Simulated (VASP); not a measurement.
# InP (I4/mmm) in VASP: further runs

InP is run at these levels: PBE; tasks: single point.

Everything below comes from runs of VASP 6.6.1. Logs are shortened: lines on timing, memory, paths and dates and some standing lists are left out, and cuts for length are marked.

## Step 1: The cell of the first run

Symmetry: I4/mmm, No. 139, tetragonal system. The conventional cell has a = 3.944 Å, b = 3.944 Å, c = 5.467 Å, α = 90.00°, β = 90.00°, γ = 90.00°. In (site symmetry 4/mmm) has 6 P at 2.73 to 2.79 Å within 3.6 Å. Within 3.6 Å of P (site symmetry 4/mmm) lie 6 In at 2.73 to 2.79 Å.

## Step 2: Single point, PBE

INCAR reads:

```
ALGO = Normal
EDIFF = 1E-7
ENCUT = 520
GGA = PE
ISIF = 2
ISMEAR = 0
LASPH = True
LCHARG = False
LREAL = False
LWAVE = False
NBANDS = 16
NELM = 100
PREC = Accurate
SIGMA = 0.15
```

KPOINTS reads:

```
k-points
0
Gamma
  18 18 18
```

POSCAR reads:

```
InP
1.0
    0.0000000000      2.7885819814      2.7333172811
    2.7885819814      0.0000000000      2.7333172811
    2.7885819814      2.7885819814      0.0000000000
In P
1 1
Direct
    0.0000000000      0.0000000000      0.0000000000
    0.5000000000      0.5000000000      0.5000000000
```

Potentials or basis: VASP PAW PBE potentials, release 64 (In_d, P).

Command:

```bash
> cat potpaw_PBE.64/In_d/POTCAR potpaw_PBE.64/P/POTCAR > POTCAR
> mpirun -np 1 vasp_std > vasp.out
```

OUTCAR:

```text
EDIFF = 1E-7
   ENCUT = 520
   GGA = PE
   ISIF = 2
   ISMEAR = 0
   LASPH = True
   LREAL = False
   NELM = 100
   PREC = Accurate

 ion  position               nearest neighbor table
   1  0.000  0.000  0.000-   2 2.73   2 2.73   2 2.79   2 2.79   2 2.79   2 2.79
   2  0.500  0.500  0.500-   1 2.73   1 2.73   1 2.79   1 2.79   1 2.79   1 2.79

  LATTYP: Found a body centered tetragonal cell.
 ALAT       =     3.9436504579
 C/A-ratio  =     1.3861863825

  Lattice vectors:

 A1 = (   0.0000000000,  -2.7885819814,  -2.7333172811)
 A2 = (   0.0000000000,   2.7885819814,  -2.7333172811)
 A3 = (   2.7885819814,   0.0000000000,   2.7333172811)

Analysis of symmetry for initial positions (statically):
=====================================================================
 Subroutine PRICEL returns:
 Original cell was already a primitive cell.

 Routine SETGRP: Setting up the symmetry group for a
 body centered tetragonal supercell.

 Subroutine GETGRP returns: Found 16 space group operations
 (whereof 16 operations were pure point group operations)
 out of a pool of 16 trial point group operations.

The static configuration has the point symmetry D_4h.

Analysis of symmetry for dynamics (positions and initial velocities):
=====================================================================
 Subroutine PRICEL returns:
 Original cell was already a primitive cell.

 Routine SETGRP: Setting up the symmetry group for a
 body centered tetragonal supercell.

 Subroutine GETGRP returns: Found 16 space group operations
 (whereof 16 operations were pure point group operations)
 out of a pool of 16 trial point group operations.

The dynamic configuration has the point symmetry D_4h.

 Subroutine INISYM returns: Found 16 space group operations
 (whereof 16 operations are pure point group operations),
 and found     1 'primitive' translations

----------------------------------------------------------------------------------------

                                     Primitive cell

  volume of cell :      42.5096

  direct lattice vectors                    reciprocal lattice vectors
     0.000000000  2.788581981  2.733317281    -0.179302600  0.179302600  0.182927904
     2.788581981  0.000000000  2.733317281     0.179302600 -0.179302600  0.182927904
     2.788581981  2.788581981  0.000000000     0.179302600  0.179302600 -0.182927904

  length of vectors
     3.904767961  3.904767961  3.943650458     0.312668295  0.312668295  0.312668295

  position of ions in fractional coordinates (direct lattice)
     0.000000000  0.000000000  0.000000000
     0.500000000  0.500000000  0.500000000

  ion indices of the primitive-cell ions
   primitive index   ion index
                 1           1
                 2           2

----------------------------------------------------------------------------------------

 KPOINTS: k-points

Automatic generation of k-mesh.
 Grid dimensions read from file:
 generate k-points for:   18   18   18

 Generating k-lattice:

  Cartesian coordinates                     Fractional coordinates (reciprocal lattice)
    -0.009961256  0.009961256  0.010162661     0.055555556  0.000000000  0.000000000
     0.009961256 -0.009961256  0.010162661     0.000000000  0.055555556  0.000000000
     0.009961256  0.009961256 -0.010162661     0.000000000  0.000000000  0.055555556

  Length of vectors
     0.017370461  0.017370461  0.017370461

  Shift w.r.t. Gamma in fractional coordinates (k-lattice)
     0.000000000  0.000000000  0.000000000

 Subroutine IBZKPT returns following result:
 ===========================================

 Found    480 irreducible k-points:

 Following reciprocal coordinates:
            Coordinates               Weight
  0.000000  0.000000  0.000000      1.000000
  0.055556  0.000000  0.000000      8.000000
  0.111111  0.000000  0.000000      8.000000
  0.166667 -0.000000  0.000000      8.000000
  0.222222 -0.000000  0.000000      8.000000
  0.277778 -0.000000  0.000000      8.000000
[... 16 lines left out ...]
 -0.277778  0.055556  0.000000      8.000000
 -0.222222  0.055556  0.000000      8.000000
 [... further k-points ...]
   k-points           NKPTS =    480   k-points in BZ     NKDIM =    480   number of bands    NBANDS=     16
   number of dos      NEDOS =    301   number of ions     NIONS =      2
   total plane-waves  NPLWV =  27000
   dimension x,y,z NGX =    30 NGY =   30 NGZ =   30
   dimension x,y,z NGXF=    60 NGYF=   60 NGZF=   60
   ions per type =               1   1
   NGX,Y,Z   is equivalent  to a cutoff of  12.77, 12.77, 12.65 a.u.
   NGXF,Y,Z  is equivalent  to a cutoff of  25.55, 25.55, 25.29 a.u.
 SYSTEM =  unknown system
   PREC   = accura    normal or accurate (medium, high low for compatibility)
   ISTART =      0    job   : 0-new  1-cont  2-samecut
   ICHARG =      2    charge: 1-file 2-atom 10-const
   ISPIN  =      1    spin polarized calculation?
   LNONCOLLINEAR =      F non collinear calculations
   LSORBIT =      F    spin-orbit coupling
   LASPH  =      T    aspherical Exc in radial PAW
   ENCUT  =  520.0 eV  38.22 Ry    6.18 a.u.   7.26  7.26  7.33*2*pi/ulx,y,z
   NELM   =    100;   NELMIN=  2; NELMDL= -5     # of ELM steps
   EDIFF  = 0.1E-06   stopping-criterion for ELM
   LREAL  =      F    real-space projection
   EDIFFG = 0.1E-05   stopping-criterion for IOM
   NSW    =      0    number of steps for IOM
   IBRION =     -1    ionic relax: 0-MD 1-quasi-New 2-CG
   NFREE  =      0    steps in history (QN), initial steepest desc. (CG)
   ISIF   =      2    stress and relaxation
   ISYM   =      2    0-nonsym 1-usesym 2-fastsym
   POTIM  = 0.5000    time-step for ionic-motion
   TEBEG  =    0.0;   TEEND  =   0.0 temperature during run
   PSTRESS=    0.0 pullay stress
   NELECT =      18.0000    total number of electrons
   NUPDOWN=      -1.0000    fix difference up-down
   EMIN   =  10.00;   EMAX   =-10.00  energy-range for DOS
   EFERMI =   0.00;   METHOD = LEGACY
   ISMEAR =     0;   SIGMA  =   0.15  broadening in eV -4-tet -1-fermi 0-gaus
   EFERMI_NEDOS =   21; number of points for ismear=-14 and -15
   IALGO  =     38    algorithm
   IMIX   =      4    mixing-type and parameters
     AMIX     =   0.40;   BMIX     =  1.00
     AMIX_MAG =   1.60;   BMIX_MAG =  1.00
  volume/ion in A,a.u.               =      21.25       143.43
  Fermi-wavevector in a.u.,A,eV,Ry     =   1.229334  2.323105 20.561983  1.511263
  Thomas-Fermi vector in A             =   2.364226
   LORBIT       =      0    0 simple, 1 ext, 2 COOP (PROOUT), +10 PAW based schemes
   GGA     = PE    functional components
   LHFCALC =     F    Hartree Fock is set to
   AEXX    =    0.0000 exact exchange contribution
   IVDW    =     0    specifies the selected vdW correction
   LEPSILON=     F    determine dielectric tensor
   LRPA    =     F    only Hartree local field effects (RPA)
 non-spin polarized calculation
 Gauss-broadening in eV      SIGMA  =   0.15
  energy-cutoff  :      520.00
  volume of cell :       42.51
 maximum number of plane-waves:      1170
 NGX is ok and might be reduce to    30
   NGX = 15   NGY = 15   NGZ = 15

 number of electron      18.0000008 magnetization

 Free energy of the ion-electron system (eV)
  ---------------------------------------------------
  ext. energy  EPLUGINS =         0.00000000
  ---------------------------------------------------
  free energy    TOTEN  =        -7.91735455 eV

  energy without entropy =       -7.90356754  energy(sigma->0) =       -7.91046104

 E-fermi :   7.0234     XC(G=0): -10.3898

 val. band max:        7.0195221495   @ k =  -0.1111   0.0556   0.1667
 cond. band min:       7.0261854786   @ k =   0.3889   0.0556   0.1111
 fundamental gap:      0.0066633291
 Fermi energy:         7.0234058781

 k-point     1 :       0.0000    0.0000    0.0000
  band No.  band energies     occupation
      1      -7.1950      2.00000
      2      -7.1895      2.00000
      3      -7.1747      2.00000
      4      -7.1747      2.00000
      5      -7.1644      2.00000
      6      -4.9806      2.00000
[... 8 lines left out ...]
     15      15.2893      0.00000
     16      15.9135      0.00000

 k-point     2 :       0.0556    0.0000    0.0000
  band No.  band energies     occupation
      1      -7.1964      2.00000
      2      -7.1906      2.00000
      3      -7.1740      2.00000
      4      -7.1727      2.00000
      5      -7.1633      2.00000
      6      -4.9422      2.00000
[... 8 lines left out ...]
     15      15.1244      0.00000
     16      15.6611      0.00000

 k-point     3 :       0.1111    0.0000    0.0000
  band No.  band energies     occupation
      1      -7.2011      2.00000
      2      -7.1951      2.00000
      3      -7.1729      2.00000
      4      -7.1659      2.00000
      5      -7.1589      2.00000
      6      -4.8277      2.00000
[... 8 lines left out ...]
     15      14.8530      0.00000
     16      15.4688      0.00000

 k-point     4 :       0.1667   -0.0000    0.0000
  band No.  band energies     occupation
      1      -7.2091      2.00000
      2      -7.2028      2.00000
      3      -7.1728      2.00000
      4      -7.1545      2.00000
      5      -7.1499      2.00000
      6      -4.6391      2.00000
[... 8 lines left out ...]
     15      15.0393      0.00000
     16      15.3473      0.00000

 k-point     5 :       0.2222   -0.0000    0.0000
  band No.  band energies     occupation
      1      -7.2194      2.00000
      2      -7.2127      2.00000
      3      -7.1738      2.00000
      4      -7.1401      2.00000
      5      -7.1377      2.00000
      6      -4.3811      2.00000
[... 8 lines left out ...]
     15      15.4620      0.00000
     16      15.4979      0.00000

 k-point     6 :       0.2778   -0.0000    0.0000
  band No.  band energies     occupation
      1      -7.2306      2.00000
      2      -7.2233      2.00000
      3      -7.1757      2.00000
      4      -7.1245      2.00000
      5      -7.1242      2.00000
      6      -4.0630      2.00000
[... 8 lines left out ...]
     15      16.0293      0.00000
     16      16.0453      0.00000

 k-point     7 :       0.3333   -0.0000    0.0000
  band No.  band energies     occupation
      1      -7.2412      2.00000
      2      -7.2333      2.00000
      3      -7.1779      2.00000
      4      -7.1112      2.00000
      5      -7.1098      2.00000
      6      -3.7032      2.00000
[... 8 lines left out ...]
     15      16.6681      0.00000
     16      16.7202      0.00000

 k-point     8 :       0.3889   -0.0000    0.0000
  band No.  band energies     occupation
      1      -7.2499      2.00000
      2      -7.2415      2.00000
      3      -7.1799      2.00000
      4      -7.1005      2.00000
      5      -7.0978      2.00000
      6      -3.3376      2.00000
[... 8 lines left out ...]
     15      17.3504      0.00000
     16      17.4376      0.00000

 k-point     9 :       0.4444   -0.0000    0.0000
  band No.  band energies     occupation
      1      -7.2556      2.00000
      2      -7.2468      2.00000
      3      -7.1814      2.00000
      4      -7.0936      2.00000
      5      -7.0899      2.00000
      6      -3.0376      2.00000
[... 8 lines left out ...]
     15      17.9590      0.00000
     16      18.0837      0.00000
[... 172 lines left out ...]
 k-point    19 :       0.5000    0.0556    0.0000
  band No.  band energies     occupation
      1      -7.2647      2.00000
      2      -7.2450      2.00000
      3      -7.1798      2.00000
      4      -7.0951      2.00000
      5      -7.0866      2.00000
      6      -2.8887      2.00000
[... 8 lines left out ...]
     15      18.4094      0.00000
     16      18.8593      0.00000

 k-point    20 :      -0.4444    0.0556    0.0000
  band No.  band energies     occupation
      1      -7.2627      2.00000
      2      -7.2460      2.00000
      3      -7.1796      2.00000
      4      -7.0944      2.00000
      5      -7.0897      2.00000
      6      -2.9348      2.00000
[... 8 lines left out ...]
     15      17.9747      0.00000
     16      18.7923      0.00000

 k-point    21 :      -0.3889    0.0556    0.0000
  band No.  band energies     occupation
      1      -7.2567      2.00000
      2      -7.2433      2.00000
      3      -7.1785      2.00000
      4      -7.0982      2.00000
      5      -7.0978      2.00000
      6      -3.1911      2.00000
[... 8 lines left out ...]
     15      17.2608      0.00000
     16      18.3289      0.00000

 k-point    22 :      -0.3333    0.0556    0.0000
  band No.  band energies     occupation
      1      -7.2475      2.00000
      2      -7.2375      2.00000
      3      -7.1771      2.00000
      4      -7.1100      2.00000
      5      -7.1061      2.00000
      6      -3.5454      2.00000
[... 8 lines left out ...]
     15      16.5099      0.00000
     16      17.6735      0.00000

 k-point    23 :      -0.2778    0.0556    0.0000
  band No.  band energies     occupation
      1      -7.2361      2.00000
      2      -7.2291      2.00000
      3      -7.1756      2.00000
      4      -7.1246      2.00000
      5      -7.1168      2.00000
      6      -3.9122      2.00000
[... 8 lines left out ...]
     15      15.8152      0.00000
     16      16.9938      0.00000

 k-point    24 :      -0.2222    0.0556    0.0000
  band No.  band energies     occupation
      1      -7.2239      2.00000
      2      -7.2193      2.00000
      3      -7.1746      2.00000
      4      -7.1399      2.00000
      5      -7.1290      2.00000
      6      -4.2465      2.00000
[... 8 lines left out ...]
     15      15.6596      0.00000
     16      16.3738      0.00000

 [... further k-points ...]
[... 5 lines left out ...]
  --------------------------------------------------------------------------------------
  -------------------------------------------------------------------------------------
  Total       -0.1914329     -0.1914329      0.4146869      0.0000000      0.0000000      0.0000000
  in kB       -7.2150638     -7.2150638     15.6294607      0.0000000      0.0000000      0.0000000
  external PRESSURE =       0.3997777 kB  Pullay stress =       0.0000000 kB

 VOLUME and BASIS-vectors are now :
 -----------------------------------------------------------------------------
  energy-cutoff  :      520.00
  volume of cell :       42.51
      direct lattice vectors                 reciprocal lattice vectors
     0.000000000  2.788581981  2.733317281    -0.179302600  0.179302600  0.182927904
     2.788581981  0.000000000  2.733317281     0.179302600 -0.179302600  0.182927904
     2.788581981  2.788581981  0.000000000     0.179302600  0.179302600 -0.182927904

 POSITION                                       TOTAL-FORCE (eV/Angst)
 -----------------------------------------------------------------------------------
      0.00000      0.00000      0.00000         0.000000     -0.000000     -0.000000
      2.78858      2.78858      2.73332        -0.000000      0.000000      0.000000
 -----------------------------------------------------------------------------------
    total drift:                               -0.000000      0.000000      0.000000

  FREE ENERGIE OF THE ION-ELECTRON SYSTEM (eV)
  ---------------------------------------------------
  free  energy   TOTEN  =        -7.9173545471 eV

  energy  without entropy=       -7.9035675408  energy(sigma->0) =       -7.91046104
```

It took 2.4 min on 1 thread of Intel Xeon 6975P-C (Granite Rapids), shared host; peak memory 0.42 GiB.

Results:

```yaml
Free_energy: -7.9174 eV
Pressure: 0.0 GPa
Band_gap_on_the_k_mesh: zero (bands 9 and 10 overlap by 2.69 eV)
```

Stress tensor (GPa, compression positive):
```
-0.72  0.00  0.00
 0.00 -0.72  0.00
 0.00  0.00  1.56
```

Levels at points of the mesh, in eV from the Fermi level:
| k point | band 6 | band 7 | band 8 | band 9 | band 10 | band 11 | band 12 | band 13 |
| --- | --- | --- | --- | --- | --- | --- | --- | --- |
| (0.00, 0.00, 0.00) | -12.00 | -0.41 | -0.22 | -0.22 | 0.52 | 7.05 | 7.05 | 7.20 |
| (0.50, 0.00, 0.00) | -9.94 | -6.63 | 0.09 | 0.18 | 2.47 | 3.33 | 3.51 | 5.19 |
| (0.50, 0.50, 0.00) | -8.72 | -4.94 | -2.63 | -2.39 | -2.39 | 3.79 | 9.79 | 9.79 |
| (0.50, 0.00, 0.50) | -8.90 | -4.94 | -2.43 | -2.42 | -2.18 | 3.88 | 9.59 | 10.09 |

Caveat: the cell differs from its parent crystal (strain +e along x and -e along y +0.0000, strain +e along z and -e/2 along x and y -0.0133); spin-orbit coupling is left out, which moves the levels of the heavy elements.

(Continued in part 2 of 2.)
